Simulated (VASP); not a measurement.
# CdSe (R3m) in VASP: a series of runs

CdSe is run at these levels: PBE; tasks: single point.

Program: VASP 6.6.1. These are calculated values, not measurements. Logs are shortened: lines on timing, memory, paths and dates and some standing lists are left out, and cuts for length are marked.

## Step 1: The cell of the first run

Symmetry: R3m, No. 160, trigonal system. Conventional cell: a = 4.133 Å, b = 4.133 Å, c = 11.421 Å, α = 90.00°, β = 90.00°, γ = 120.00°. Within 3.4 Å of Cd (site symmetry 3m) lie 4 Se at 2.57 to 2.86 Å. Se (site symmetry 3m) has 4 Cd at 2.57 to 2.86 Å within 3.4 Å.

## Step 2: Single point, PBE (28.16 Å³/atom)

INCAR

```
SYSTEM = CdSe
PREC     = Accurate       ! precision mode
ENCUT    = 520            ! plane-wave cutoff, eV
EDIFF    = 1E-6           ! SCF threshold, eV
ISMEAR   = 0              ! smearing method
SIGMA    = 0.05           ! smearing width, eV
LREAL    = .FALSE.        ! projectors in reciprocal space
LASPH    = .TRUE.         ! aspherical terms in the spheres
NELM     = 100            ! most SCF steps
ALGO     = Normal         ! electronic algorithm
ISIF     = 2              ! what is computed and relaxed
LWAVE    = .FALSE.        ! write WAVECAR
LCHARG   = .FALSE.        ! write CHGCAR
GGA      = PE             ! functional
NBANDS   = 16             ! bands
```

KPOINTS

```
Automatic mesh
0
G
  10 10 10
  0 0 0
```

POSCAR

```
CdSe
1.0
    0.0000000000      2.9224272637      2.9224272637
    2.9224272637      0.0000000000      2.9224272637
    3.1721973805      3.1721973805     -0.2497701168
Cd Se
1 1
Direct
    0.0000000000      0.0000000000      0.0000000000
    0.7500000000      0.7500000000      0.7500000000
```

Potentials or basis: VASP PAW PBE potentials, release 64 (Cd, Se).

Command:

```bash
> cat potpaw_PBE.64/Cd/POTCAR potpaw_PBE.64/Se/POTCAR > POTCAR
> mpirun -np 1 vasp_std > vasp.out
```

OUTCAR:

```text
SYSTEM = CdSe
   PREC = Accurate
   ENCUT = 520
   EDIFF = 1E-6
   ISMEAR = 0
   LREAL = .FALSE.
   LASPH = .TRUE.
   NELM = 100
   ISIF = 2
   GGA = PE

 ion  position               nearest neighbor table
   1  0.000  0.000  0.000-   2 2.57   2 2.57   2 2.57   2 2.86
   2  0.750  0.750  0.750-   1 2.57   1 2.57   1 2.57   1 2.86

  LATTYP: Found a trigonal (rhomboedric) cell.
 ALAT       =     4.4931122346
 COS(alpha) =     0.5769488427

  Lattice vectors:

 A1 = (   3.1721973805,   0.2497701168,  -3.1721973805)
 A2 = (   0.2497701168,   3.1721973805,  -3.1721973805)
 A3 = (   3.1721973805,   3.1721973805,  -0.2497701168)

Analysis of symmetry for initial positions (statically):
=====================================================================
 Subroutine PRICEL returns:
 Original cell was already a primitive cell.

 Routine SETGRP: Setting up the symmetry group for a
 trigonal (rhombohedral) supercell.

 Subroutine GETGRP returns: Found  6 space group operations
 (whereof  6 operations were pure point group operations)
 out of a pool of 12 trial point group operations.

The static configuration has the point symmetry C_3v.

Analysis of symmetry for dynamics (positions and initial velocities):
=====================================================================
 Subroutine PRICEL returns:
 Original cell was already a primitive cell.

 Routine SETGRP: Setting up the symmetry group for a
 trigonal (rhombohedral) supercell.

 Subroutine GETGRP returns: Found  6 space group operations
 (whereof  6 operations were pure point group operations)
 out of a pool of 12 trial point group operations.

The dynamic configuration has the point symmetry C_3v.

 Subroutine INISYM returns: Found  6 space group operations
 (whereof  6 operations are pure point group operations),
 and found     1 'primitive' translations

----------------------------------------------------------------------------------------

                                     Primitive cell

  volume of cell :      56.3180

  direct lattice vectors                    reciprocal lattice vectors
     0.000000000  2.922427264  2.922427264    -0.164610180  0.177571134  0.164610180
     2.922427264  0.000000000  2.922427264     0.177571134 -0.164610180  0.164610180
     3.172197381  3.172197381 -0.249770117     0.151649226  0.151649226 -0.151649226

  length of vectors
     4.132936271  4.132936271  4.493112235     0.292787517  0.292787517  0.262664164

[... 79 lines left out ...]
   NELM   =    100;   NELMIN=  2; NELMDL= -5     # of ELM steps
   EDIFF  = 0.1E-05   stopping-criterion for ELM
   LREAL  =      F    real-space projection
   EDIFFG = 0.1E-04   stopping-criterion for IOM
   NSW    =      0    number of steps for IOM
   IBRION =     -1    ionic relax: 0-MD 1-quasi-New 2-CG
   NFREE  =      0    steps in history (QN), initial steepest desc. (CG)
   ISIF   =      2    stress and relaxation
   ISYM   =      2    0-nonsym 1-usesym 2-fastsym
   POTIM  = 0.5000    time-step for ionic-motion
   TEBEG  =    0.0;   TEEND  =   0.0 temperature during run
   PSTRESS=    0.0 pullay stress
   NELECT =      18.0000    total number of electrons
   NUPDOWN=      -1.0000    fix difference up-down
   EMIN   =  10.00;   EMAX   =-10.00  energy-range for DOS
   EFERMI =   0.00;   METHOD = LEGACY
   ISMEAR =     0;   SIGMA  =   0.05  broadening in eV -4-tet -1-fermi 0-gaus
   EFERMI_NEDOS =   21; number of points for ismear=-14 and -15
   IALGO  =     38    algorithm
   IMIX   =      4    mixing-type and parameters
     AMIX     =   0.40;   BMIX     =  1.00
     AMIX_MAG =   1.60;   BMIX_MAG =  1.00
  volume/ion in A,a.u.               =      28.16       190.03
  Fermi-wavevector in a.u.,A,eV,Ry     =   1.119309  2.115187 17.046089  1.252852
  Thomas-Fermi vector in A             =   2.255947
   LORBIT       =      0    0 simple, 1 ext, 2 COOP (PROOUT), +10 PAW based schemes
   GGA     = PE    functional components
   LHFCALC =     F    Hartree Fock is set to
   AEXX    =    0.0000 exact exchange contribution
   IVDW    =     0    specifies the selected vdW correction
   LEPSILON=     F    determine dielectric tensor
   LRPA    =     F    only Hartree local field effects (RPA)
 non-spin polarized calculation
 Gauss-broadening in eV      SIGMA  =   0.05
  energy-cutoff  :      520.00
  volume of cell :       56.32
 maximum number of plane-waves:      1551
   NGX = 15   NGY = 15   NGZ = 17

 number of electron      18.0000000 magnetization

 Free energy of the ion-electron system (eV)
  ---------------------------------------------------
  ext. energy  EPLUGINS =         0.00000000
  ---------------------------------------------------
  free energy    TOTEN  =        -5.32406605 eV

  energy without entropy =       -5.32406605  energy(sigma->0) =       -5.32406605

 E-fermi :   1.3205     XC(G=0):  -8.8764

 val. band max:        1.0985962224   @ k =   0.0000   0.0000   0.0000
 cond. band min:       1.5686670911   @ k =   0.0000   0.0000   0.0000
 fundamental gap:      0.4700708687
 Fermi energy:         1.3205375577

 k-point     1 :       0.0000    0.0000    0.0000
  band No.  band energies     occupation
      1     -11.6923      2.00000
      2      -7.0661      2.00000
      3      -7.0661      2.00000
      4      -6.9582      2.00000
      5      -6.6492      2.00000
      6      -6.6492      2.00000
[... 433 lines left out ...]
      3      -6.8124      2.00000
      4      -6.7674      2.00000
      5      -6.6064      2.00000
      6      -6.4750      2.00000
[... 8 lines left out ...]
     15      12.9664      0.00000
     16      14.3704      0.00000

 [... further k-points ...]

------------------------ aborting loop because EDIFF is reached ----------------------------------------

  FORCE on cell =-STRESS in cart. coord.  units (eV):
  Direction    XX          YY          ZZ          XY          YZ          ZX
  --------------------------------------------------------------------------------------
  -------------------------------------------------------------------------------------
  Total        1.5181492      1.5181492      1.5181492     -1.1219878      1.1219878      1.1219878
  in kB       43.1894640     43.1894640     43.1894640    -31.9191621     31.9191621     31.9191621
  external PRESSURE =      43.1894640 kB  Pullay stress =       0.0000000 kB

 VOLUME and BASIS-vectors are now :
 -----------------------------------------------------------------------------
  energy-cutoff  :      520.00
  volume of cell :       56.32
      direct lattice vectors                 reciprocal lattice vectors
     0.000000000  2.922427264  2.922427264    -0.164610180  0.177571134  0.164610180
     2.922427264  0.000000000  2.922427264     0.177571134 -0.164610180  0.164610180
     3.172197381  3.172197381 -0.249770117     0.151649226  0.151649226 -0.151649226

 POSITION                                       TOTAL-FORCE (eV/Angst)
 -----------------------------------------------------------------------------------
      0.00000      0.00000      0.00000         0.391446      0.391446     -0.391446
      4.57097      4.57097      4.19631        -0.391446     -0.391446      0.391446
 -----------------------------------------------------------------------------------
    total drift:                                0.000178      0.000178     -0.000180

  FREE ENERGIE OF THE ION-ELECTRON SYSTEM (eV)
  ---------------------------------------------------
  free  energy   TOTEN  =        -5.3240660515 eV

  energy  without entropy=       -5.3240660515  energy(sigma->0) =       -5.32406605
```

stdout:

```text
POSCAR found type information on POSCAR CdSe
 POSCAR found :  2 types and       2 ions
 scaLAPACK will be used
 LDA part: xc-table for (Slater+PW92), standard interpolation
 POSCAR, INCAR and KPOINTS ok, starting setup
 FFT: planning ... GRIDC
 FFT: planning ... GRID_SOFT
 FFT: planning ... GRID
 WAVECAR not read
 entering main loop
```

Run time: 67 s. Hardware: 1 thread of AMD EPYC 9R45 (Zen 5), shared host; peak memory 0.23 GiB.

What came out:

| Quantity | Value |
| --- | --- |
| Free energy | -5.3241 eV |
| Pressure | 4.3 GPa |
| Largest force | 0.678 eV/Å |
| Band gap on the k mesh | 0.47 eV |

Forces in eV/Å, atoms in the order of the input:
```
Cd   0.391  0.391 -0.391
Se  -0.391 -0.391  0.391
```

Stress tensor (GPa, compression positive):
```
 4.32 -3.19  3.19
-3.19  4.32  3.19
 3.19  3.19  4.32
```

Caveat: the cell stands under pressure.

## Step 3: Single point, PBE (28.16 Å³/atom)

INCAR

```
SYSTEM = CdSe
PREC = Accurate
ENCUT = 520
EDIFF = 1E-6
ISMEAR = 0
SIGMA = 0.05
LREAL = .FALSE.
LASPH = .TRUE.
NELM = 80
ALGO = Normal
ISIF = 2
LWAVE = .FALSE.
LCHARG = .FALSE.
GGA = PE
NBANDS = 16
```

KPOINTS

```
regular mesh
0
G
  10 10 10
  0 0 0
```

POSCAR

```
CdSe
1.0
    0.0000000000      3.1671052302      3.1671052302
    3.1671052302      0.0000000000      3.1671052302
    2.9272497941      2.9272497941      0.2398554361
Cd Se
1 1
Direct
    0.0000000000      0.0000000000      0.0000000000
    0.7500000000      0.7500000000      0.7500000000
```

Potentials or basis: VASP PAW PBE potentials, release 64 (Cd, Se).

Command:

```bash
> cat potpaw_PBE.64/Cd/POTCAR potpaw_PBE.64/Se/POTCAR > POTCAR
> mpirun -np 1 vasp_std > vasp.out
```

OUTCAR:

```text
SYSTEM = CdSe
   PREC = Accurate
   ENCUT = 520
   EDIFF = 1E-6
   ISMEAR = 0
   LREAL = .FALSE.
   LASPH = .TRUE.
   NELM = 80
   ISIF = 2
   GGA = PE

 ion  position               nearest neighbor table
   1  0.000  0.000  0.000-   2 2.43   2 2.71   2 2.71   2 2.71
   2  0.750  0.750  0.750-   1 2.43   1 2.71   1 2.71   1 2.71

  LATTYP: Found a trigonal (rhomboedric) cell.
 ALAT       =     4.1466990902
 COS(alpha) =     0.4166624355

  Lattice vectors:

[... 645 lines left out ...]

  FORCE on cell =-STRESS in cart. coord.  units (eV):
  Direction    XX          YY          ZZ          XY          YZ          ZX
  --------------------------------------------------------------------------------------
  -------------------------------------------------------------------------------------
  Total        1.6169941      1.6169941      1.6169941      1.6751080     -1.6751080     -1.6751080
  in kB       46.0014778     46.0014778     46.0014778     47.6547460    -47.6547460    -47.6547460
  external PRESSURE =      46.0014778 kB  Pullay stress =       0.0000000 kB

 VOLUME and BASIS-vectors are now :
 -----------------------------------------------------------------------------
  energy-cutoff  :      520.00
  volume of cell :       56.32
      direct lattice vectors                 reciprocal lattice vectors
     0.000000000  3.167105230  3.167105230    -0.164617141  0.151128604  0.164617141
     3.167105230  0.000000000  3.167105230     0.151128604 -0.164617141  0.164617141
     2.927249794  2.927249794  0.239855436     0.178105677  0.178105677 -0.178105677

 POSITION                                       TOTAL-FORCE (eV/Angst)
 -----------------------------------------------------------------------------------
      0.00000      0.00000      0.00000        -0.852137     -0.852137      0.852137
      4.57077      4.57077      4.93055         0.852137      0.852137     -0.852137
 -----------------------------------------------------------------------------------
    total drift:                               -0.000297     -0.000297      0.000295

  FREE ENERGIE OF THE ION-ELECTRON SYSTEM (eV)
  ---------------------------------------------------
  free  energy   TOTEN  =        -5.2798369051 eV

  energy  without entropy=       -5.2798369051  energy(sigma->0) =       -5.27983691
```

stdout:

```text
POSCAR found type information on POSCAR CdSe
 POSCAR found :  2 types and       2 ions
 scaLAPACK will be used
 LDA part: xc-table for (Slater+PW92), standard interpolation
 POSCAR, INCAR and KPOINTS ok, starting setup
 FFT: planning ... GRIDC
 FFT: planning ... GRID_SOFT
 FFT: planning ... GRID
 WAVECAR not read
 entering main loop
```

Run time: 66 s. Hardware: 1 thread of AMD EPYC 9R45 (Zen 5), shared host; peak memory 0.23 GiB.

What came out:

- Free energy: -5.2798 eV
- Pressure: 4.6 GPa
- Largest force: 1.476 eV/Å
- Band gap on the k mesh: 0.65 eV (least direct gap 0.68 eV)

Forces on the atoms (eV/Å):
```
Cd  -0.852 -0.852  0.852
Se   0.852  0.852 -0.852
```

Levels at points of the mesh, in eV from the valence-band top:
```csv
k point,band 7,band 8,band 9,band 10,band 11,band 12
"(0.00, 0.00, 0.00)",-0.12,-0.12,-0.03,0.65,5.44,5.44
"(0.50, 0.00, 0.00)",-4.40,-0.65,-0.61,2.49,6.14,6.83
"(0.50, 0.50, 0.00)",-4.12,-2.18,-1.51,2.89,3.98,8.62
"(0.00, 0.00, 0.50)",-4.44,-1.17,-1.17,1.93,5.93,5.93
```

Caveat: the cell stands under pressure; forces of over 1 eV/Å act on the atoms, so gaps and moduli don't describe the material at rest. A k mesh can miss the band edges.
